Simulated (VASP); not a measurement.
# CdS (P6_3/mmc) in VASP: notebook

CdS is run at these levels: PBE, LDA; tasks: single point.

Program: VASP 6.6.1. These are calculated values, not measurements. Logs are shortened: lines on timing, memory, paths and dates and some standing lists are left out, and cuts for length are marked.

**1. The cell of the first run**

It takes space group P6_3/mmc (No. 194, hexagonal). Conventional cell: a = 3.841 Å, b = 3.841 Å, c = 6.445 Å, α = 90.00°, β = 90.00°, γ = 120.00°. Cd (site symmetry -3m) has 6 S at 2.74 Å and 2 Cd at 3.22 Å within 3.6 Å. Within 3.6 Å of S (site symmetry -6m2) lie 6 Cd at 2.74 Å.

**2. Single point, PBE**

The input, INCAR:

```
SYSTEM = CdS
  PREC = Accurate
  ENCUT = 520
  EDIFF = 1E-6
  ISMEAR = 0
  SIGMA = 0.01
  LREAL = .FALSE.
  LASPH = .TRUE.
  NELM = 80
  ALGO = Normal
  ISIF = 2
  LWAVE = .FALSE.
  LCHARG = .FALSE.
  GGA = PE
  NBANDS = 26
```

The input, KPOINTS:

```
regular mesh
0
G
  6 6 2
  0 0 0
```

The input, POSCAR:

```
CdS
1.0
    3.8410415901      0.0000000000      0.0000000000
   -1.9205207951      3.3264395940      0.0000000000
    0.0000000000      0.0000000000      6.4452706107
Cd S
2 2
Direct
    0.0000000000      0.0000000000      0.0000000000
    0.0000000000      0.0000000000      0.5000000000
    0.3333333333      0.6666666667      0.2500000000
    0.6666666667      0.3333333333      0.7500000000
```

Potentials or basis: VASP PAW PBE potentials, release 64 (Cd, S).

The run is started by

```sh
$ cat potpaw_PBE.64/Cd/POTCAR potpaw_PBE.64/S/POTCAR > POTCAR
$ mpirun -np 1 vasp_std > vasp.out
```

OUTCAR:

```text
SYSTEM = CdS
   PREC = Accurate
   ENCUT = 520
   EDIFF = 1E-6
   ISMEAR = 0
   LREAL = .FALSE.
   LASPH = .TRUE.
   NELM = 80
   ISIF = 2
   GGA = PE

 ion  position               nearest neighbor table
   1  0.000  0.000  0.000-   3 2.74   4 2.74   4 2.74   3 2.74   4 2.74   3 2.74   2 3.22   2 3.22

   2  0.000  0.000  0.500-   3 2.74   4 2.74   4 2.74   3 2.74   4 2.74   3 2.74   1 3.22   1 3.22

   3  0.333  0.667  0.250-   1 2.74   2 2.74   1 2.74   2 2.74   1 2.74   2 2.74
   4  0.667  0.333  0.750-   1 2.74   2 2.74   1 2.74   2 2.74   1 2.74   2 2.74

  LATTYP: Found a hexagonal cell.
 ALAT       =     3.8410415901
 C/A-ratio  =     1.6780007348

  Lattice vectors:

 A1 = (   3.8410415901,   0.0000000000,   0.0000000000)
 A2 = (  -1.9205207951,   3.3264395940,   0.0000000000)
 A3 = (   0.0000000000,   0.0000000000,   6.4452706107)

Analysis of symmetry for initial positions (statically):
=====================================================================
 Subroutine PRICEL returns:
 Original cell was already a primitive cell.

 Routine SETGRP: Setting up the symmetry group for a
 hexagonal supercell.

 Subroutine GETGRP returns: Found 24 space group operations
 (whereof 12 operations were pure point group operations)
 out of a pool of 24 trial point group operations.

The static configuration has the point symmetry D_3d.
 The point group associated with its full space group is D_6h.

Analysis of symmetry for dynamics (positions and initial velocities):
=====================================================================
 Subroutine PRICEL returns:
 Original cell was already a primitive cell.

 Routine SETGRP: Setting up the symmetry group for a
 hexagonal supercell.

 Subroutine GETGRP returns: Found 24 space group operations
 (whereof 12 operations were pure point group operations)
 out of a pool of 24 trial point group operations.

The dynamic configuration has the point symmetry D_3d.
 The point group associated with its full space group is D_6h.

 Subroutine INISYM returns: Found 24 space group operations
 (whereof 12 operations are pure point group operations),
 and found     1 'primitive' translations

----------------------------------------------------------------------------------------

                                     Primitive cell

  volume of cell :      82.3512

  direct lattice vectors                    reciprocal lattice vectors
     3.841041590  0.000000000  0.000000000     0.260346048  0.150310861  0.000000000
    -1.920520795  3.326439594  0.000000000     0.000000000  0.300621722  0.000000000
     0.000000000  0.000000000  6.445270611     0.000000000  0.000000000  0.155152524

  length of vectors
     3.841041590  3.841041590  6.445270611     0.300621722  0.300621722  0.155152524

  position of ions in fractional coordinates (direct lattice)
     0.000000000  0.000000000  0.000000000
     0.000000000  0.000000000  0.500000000
     0.333333333  0.666666667  0.250000000
     0.666666667  0.333333333  0.750000000

  ion indices of the primitive-cell ions
   primitive index   ion index
                 1           1
                 2           2
                 3           3
                 4           4

----------------------------------------------------------------------------------------

 KPOINTS: regular mesh

Automatic generation of k-mesh.
 Grid dimensions read from file:
 generate k-points for:    6    6    2

 Generating k-lattice:

  Cartesian coordinates                     Fractional coordinates (reciprocal lattice)
     0.043391008  0.025051810  0.000000000     0.166666667  0.000000000  0.000000000
     0.000000000  0.050103620  0.000000000     0.000000000  0.166666667  0.000000000
     0.000000000  0.000000000  0.077576262     0.000000000  0.000000000  0.500000000

  Length of vectors
     0.050103620  0.050103620  0.077576262

  Shift w.r.t. Gamma in fractional coordinates (k-lattice)
     0.000000000  0.000000000  0.000000000

 Subroutine IBZKPT returns following result:
 ===========================================

 Found     14 irreducible k-points:

 Following reciprocal coordinates:
            Coordinates               Weight
  0.000000  0.000000  0.000000      1.000000
  0.166667 -0.000000  0.000000      6.000000
  0.333333  0.000000  0.000000      6.000000
  0.500000  0.000000  0.000000      3.000000
  0.166667  0.166667  0.000000      6.000000
  0.333333  0.166667  0.000000     12.000000
  0.333333  0.333333  0.000000      2.000000
  0.000000  0.000000  0.500000      1.000000
  0.166667 -0.000000  0.500000      6.000000
  0.333333  0.000000  0.500000      6.000000
  0.500000  0.000000  0.500000      3.000000
  0.166667  0.166667  0.500000      6.000000
  0.333333  0.166667  0.500000     12.000000
  0.333333  0.333333  0.500000      2.000000
   k-points           NKPTS =     14   k-points in BZ     NKDIM =     14   number of bands    NBANDS=     26
   number of dos      NEDOS =    301   number of ions     NIONS =      4
   total plane-waves  NPLWV =  43200
   dimension x,y,z NGX =    30 NGY =   30 NGZ =   48
   dimension x,y,z NGXF=    60 NGYF=   60 NGZF=   96
   ions per type =               2   2
   NGX,Y,Z   is equivalent  to a cutoff of  12.98, 12.98, 12.38 a.u.
   NGXF,Y,Z  is equivalent  to a cutoff of  25.97, 25.97, 24.76 a.u.
 SYSTEM =  CdS
   PREC   = accura    normal or accurate (medium, high low for compatibility)
   ISTART =      0    job   : 0-new  1-cont  2-samecut
   ICHARG =      2    charge: 1-file 2-atom 10-const
   ISPIN  =      1    spin polarized calculation?
   LNONCOLLINEAR =      F non collinear calculations
   LSORBIT =      F    spin-orbit coupling
   LASPH  =      T    aspherical Exc in radial PAW
   ENCUT  =  520.0 eV  38.22 Ry    6.18 a.u.   7.14  7.14 11.98*2*pi/ulx,y,z
   NELM   =     80;   NELMIN=  2; NELMDL= -5     # of ELM steps
   EDIFF  = 0.1E-05   stopping-criterion for ELM
   LREAL  =      F    real-space projection
   EDIFFG = 0.1E-04   stopping-criterion for IOM
   NSW    =      0    number of steps for IOM
   IBRION =     -1    ionic relax: 0-MD 1-quasi-New 2-CG
   NFREE  =      0    steps in history (QN), initial steepest desc. (CG)
   ISIF   =      2    stress and relaxation
   ISYM   =      2    0-nonsym 1-usesym 2-fastsym
   POTIM  = 0.5000    time-step for ionic-motion
   TEBEG  =    0.0;   TEEND  =   0.0 temperature during run
   PSTRESS=    0.0 pullay stress
   NELECT =      36.0000    total number of electrons
   NUPDOWN=      -1.0000    fix difference up-down
   EMIN   =  10.00;   EMAX   =-10.00  energy-range for DOS
   EFERMI =   0.00;   METHOD = LEGACY
   ISMEAR =     0;   SIGMA  =   0.01  broadening in eV -4-tet -1-fermi 0-gaus
   EFERMI_NEDOS =   21; number of points for ismear=-14 and -15
   IALGO  =     38    algorithm
   IMIX   =      4    mixing-type and parameters
     AMIX     =   0.40;   BMIX     =  1.00
     AMIX_MAG =   1.60;   BMIX_MAG =  1.00
  volume/ion in A,a.u.               =      20.59       138.93
  Fermi-wavevector in a.u.,A,eV,Ry     =   1.242469  2.347927 21.003727  1.543730
  Thomas-Fermi vector in A             =   2.376823
   LORBIT       =      0    0 simple, 1 ext, 2 COOP (PROOUT), +10 PAW based schemes
   GGA     = PE    functional components
   LHFCALC =     F    Hartree Fock is set to
   AEXX    =    0.0000 exact exchange contribution
   IVDW    =     0    specifies the selected vdW correction
   LEPSILON=     F    determine dielectric tensor
   LRPA    =     F    only Hartree local field effects (RPA)
 non-spin polarized calculation
 Gauss-broadening in eV      SIGMA  =   0.01
  energy-cutoff  :      520.00
  volume of cell :       82.35
 maximum number of plane-waves:      2226
 NGX is ok and might be reduce to    30
   NGX = 15   NGY = 15   NGZ = 23

 number of electron      36.0000009 magnetization

 Free energy of the ion-electron system (eV)
  ---------------------------------------------------
  ext. energy  EPLUGINS =         0.00000000
  ---------------------------------------------------
  free energy    TOTEN  =       -11.56808316 eV

  energy without entropy =      -11.56808316  energy(sigma->0) =      -11.56808316

 E-fermi :   2.9513     XC(G=0): -10.3448

 val. band max:        2.9012885030   @ k =   0.0000   0.0000   0.0000
 cond. band min:       3.5345421548   @ k =   0.0000   0.0000   0.0000
 fundamental gap:      0.6332536518
 Fermi energy:         2.9513452761

 k-point     1 :       0.0000    0.0000    0.0000
  band No.  band energies     occupation
      1      -9.9270      2.00000
      2      -8.8536      2.00000
      3      -5.1955      2.00000
      4      -5.1387      2.00000
      5      -5.1387      2.00000
      6      -4.8364      2.00000
[... 18 lines left out ...]
     25      12.0002      0.00000
     26      12.0002      0.00000

 k-point     2 :       0.1667   -0.0000    0.0000
  band No.  band energies     occupation
      1      -9.7174      2.00000
      2      -8.8709      2.00000
      3      -5.1844      2.00000
      4      -5.1272      2.00000
      5      -4.9192      2.00000
      6      -4.8701      2.00000
[... 18 lines left out ...]
     25      10.9327      0.00000
     26      11.2518      0.00000

 k-point     3 :       0.3333    0.0000    0.0000
  band No.  band energies     occupation
      1      -9.2424      2.00000
      2      -8.8786      2.00000
      3      -5.1954      2.00000
      4      -5.1451      2.00000
      5      -5.0202      2.00000
      6      -4.9599      2.00000
[... 18 lines left out ...]
     25      10.7006      0.00000
     26      12.5482      0.00000

 k-point     4 :       0.5000    0.0000    0.0000
  band No.  band energies     occupation
      1      -9.0463      2.00000
      2      -8.7774      2.00000
      3      -5.2553      2.00000
      4      -5.1660      2.00000
      5      -5.0945      2.00000
      6      -5.0287      2.00000
[... 18 lines left out ...]
     25      10.9951      0.00000
     26      13.9883      0.00000

 k-point     5 :       0.1667    0.1667    0.0000
  band No.  band energies     occupation
      1      -9.3643      2.00000
      2      -8.8901      2.00000
      3      -5.2124      2.00000
      4      -5.0885      2.00000
      5      -4.9243      2.00000
      6      -4.8980      2.00000
[... 18 lines left out ...]
     25      11.1946      0.00000
     26      12.0276      0.00000

 k-point     6 :       0.3333    0.1667    0.0000
  band No.  band energies     occupation
      1      -8.9960      2.00000
      2      -8.8488      2.00000
      3      -5.2389      2.00000
      4      -5.0672      2.00000
      5      -5.0048      2.00000
      6      -4.9700      2.00000
[... 18 lines left out ...]
     25      10.8535      0.00000
     26      12.8855      0.00000

 k-point     7 :       0.3333    0.3333    0.0000
  band No.  band energies     occupation
      1      -8.8525      2.00000
      2      -8.8525      2.00000
      3      -5.2198      2.00000
      4      -4.9600      2.00000
      5      -4.9600      2.00000
      6      -4.8662      2.00000
[... 18 lines left out ...]
     25      10.2714      0.00000
     26      12.7971      0.00000

 k-point     8 :       0.0000    0.0000    0.5000
  band No.  band energies     occupation
      1      -9.4574      2.00000
      2      -9.4574      2.00000
      3      -4.9485      2.00000
      4      -4.9485      2.00000
      5      -4.9485      2.00000
      6      -4.9485      2.00000
[... 18 lines left out ...]
     25      10.1140      0.00000
     26      10.1140      0.00000

 k-point     9 :       0.1667   -0.0000    0.5000
  band No.  band energies     occupation
      1      -9.3282      2.00000
      2      -9.3282      2.00000
      3      -4.9690      2.00000
      4      -4.9690      2.00000
      5      -4.9199      2.00000
      6      -4.9199      2.00000
[... 18 lines left out ...]
     25      10.5187      0.00000
     26      10.5187      0.00000

 k-point    10 :       0.3333    0.0000    0.5000
  band No.  band energies     occupation
      1      -9.0573      2.00000
      2      -9.0573      2.00000
      3      -4.9426      2.00000
      4      -4.9426      2.00000
      5      -4.9028      2.00000
      6      -4.9028      2.00000
[... 18 lines left out ...]
     25      10.9748      0.00000
     26      10.9748      0.00000

 k-point    11 :       0.5000    0.0000    0.5000
  band No.  band energies     occupation
      1      -8.9160      2.00000
      2      -8.9160      2.00000
      3      -4.9155      2.00000
      4      -4.9155      2.00000
      5      -4.9087      2.00000
      6      -4.9087      2.00000
[... 18 lines left out ...]
     25      11.0040      0.00000
     26      11.0040      0.00000

 k-point    12 :       0.1667    0.1667    0.5000
  band No.  band energies     occupation
      1      -9.1271      2.00000
      2      -9.1271      2.00000
      3      -4.9638      2.00000
      4      -4.9638      2.00000
      5      -4.8945      2.00000
      6      -4.8945      2.00000
[... 18 lines left out ...]
     25      11.3399      0.00000
     26      11.3399      0.00000

 k-point    13 :       0.3333    0.1667    0.5000
  band No.  band energies     occupation
      1      -8.9182      2.00000
      2      -8.9182      2.00000
      3      -5.0072      2.00000
      4      -5.0072      2.00000
      5      -4.8617      2.00000
      6      -4.8617      2.00000
[... 18 lines left out ...]
     25      11.8782      0.00000
     26      11.8782      0.00000

 k-point    14 :       0.3333    0.3333    0.5000
  band No.  band energies     occupation
      1      -8.8492      2.00000
      2      -8.8492      2.00000
      3      -5.0790      2.00000
      4      -5.0790      2.00000
      5      -4.7901      2.00000
      6      -4.7901      2.00000
[... 18 lines left out ...]
     25      11.6050      0.00000
     26      11.6050      0.00000

------------------------ aborting loop because EDIFF is reached ----------------------------------------

  FORCE on cell =-STRESS in cart. coord.  units (eV):
  Direction    XX          YY          ZZ          XY          YZ          ZX
  --------------------------------------------------------------------------------------
  -------------------------------------------------------------------------------------
  Total        1.1426816      1.1426816      1.0556808     -0.0000000      0.0000000      0.0000000
  in kB       22.2313596     22.2313596     20.5387207     -0.0000000      0.0000000      0.0000000
  external PRESSURE =      21.6671467 kB  Pullay stress =       0.0000000 kB

 VOLUME and BASIS-vectors are now :
 -----------------------------------------------------------------------------
  energy-cutoff  :      520.00
  volume of cell :       82.35
      direct lattice vectors                 reciprocal lattice vectors
     3.841041590  0.000000000  0.000000000     0.260346048  0.150310861  0.000000000
    -1.920520795  3.326439594  0.000000000     0.000000000  0.300621722  0.000000000
     0.000000000  0.000000000  6.445270611     0.000000000  0.000000000  0.155152524

 POSITION                                       TOTAL-FORCE (eV/Angst)
 -----------------------------------------------------------------------------------
      0.00000      0.00000      0.00000         0.000000      0.000000      0.000000
      0.00000      0.00000      3.22264         0.000000      0.000000      0.000000
     -0.00000      2.21763      1.61132         0.000000      0.000000     -0.000000
      1.92052      1.10881      4.83395        -0.000000      0.000000     -0.000000
 -----------------------------------------------------------------------------------
    total drift:                               -0.000000      0.000000     -0.000000

  FREE ENERGIE OF THE ION-ELECTRON SYSTEM (eV)
  ---------------------------------------------------
  free  energy   TOTEN  =       -11.5680831645 eV

  energy  without entropy=      -11.5680831645  energy(sigma->0) =      -11.56808316
```

Run time: 48 s. Hardware: 1 thread of Intel Xeon 8259CL, shared host; peak memory 0.2 GiB.

Results:

| Property | Result |
| --- | --- |
| Free energy | -11.5681 eV |
| Pressure | 2.2 GPa |
| Band gap on the k mesh | 0.63 eV |

Caveat: the k points lie up to 0.49 Å⁻¹ apart. A k mesh can miss the band edges.

**3. Single point, LDA**

This run uses another cell than the first one, of 19.36 Å³/atom.

The input, INCAR:

```
ALGO = Normal
EDIFF = 1E-6
ENCUT = 520
GGA = CA
ISIF = 2
ISMEAR = -1
LASPH = T
LCHARG = F
LREAL = F
LWAVE = F
NBANDS = 26
NELM = 60
PREC = Accurate
SIGMA = 0.02
```

The input, KPOINTS:

```
k-points
0
Gamma
  12 12 4
```

The input, POSCAR:

```
CdS
1.0
    3.7715774848      0.0000000000      0.0000000000
   -1.8857887424      3.2662819142      0.0000000000
    0.0000000000      0.0000000000      6.2878247677
Cd S
2 2
Direct
    0.0000000000      0.0000000000      0.0000000000
    0.0000000000      0.0000000000      0.5000000000
    0.3333333333      0.6666666667      0.2500000000
    0.6666666667      0.3333333333      0.7500000000
```

Potentials or basis: VASP PAW LDA potentials, release 64 (Cd, S).

The run is started by

```sh
$ cat potpaw_LDA.64/Cd/POTCAR potpaw_LDA.64/S/POTCAR > POTCAR
$ mpirun -np 1 vasp_std > vasp.out
```

Wall time 1.8 min (1 thread of Intel Xeon 8259CL, shared host); peak memory 0.22 GiB.

It converged, with:

```yaml
Free_energy: -14.3385 eV
Pressure: 0.7 GPa
Band_gap_on_the_k_mesh: 0.70 eV
```

Levels at points of the mesh, in eV from the valence-band top:
| k point | band 14 | band 15 | band 16 | band 17 | band 18 | band 19 | band 20 | band 21 | band 22 | band 23 |
| --- | --- | --- | --- | --- | --- | --- | --- | --- | --- | --- |
| (0.00, 0.00, 0.00) | -1.03 | -0.93 | -0.93 | 0.00 | 0.00 | 0.70 | 3.19 | 6.52 | 6.52 | 7.53 |
| (0.50, 0.00, 0.00) | -4.21 | -3.50 | -2.39 | -1.67 | -0.03 | 2.55 | 3.56 | 3.68 | 5.67 | 6.89 |
| (0.00, 0.00, 0.50) | -3.80 | -0.43 | -0.43 | -0.43 | -0.43 | 3.12 | 3.12 | 6.75 | 6.75 | 7.03 |
| (0.50, 0.00, 0.50) | -5.11 | -1.47 | -1.47 | -1.35 | -1.35 | 1.94 | 1.94 | 5.71 | 5.71 | 8.09 |

A k mesh can miss the band edges.
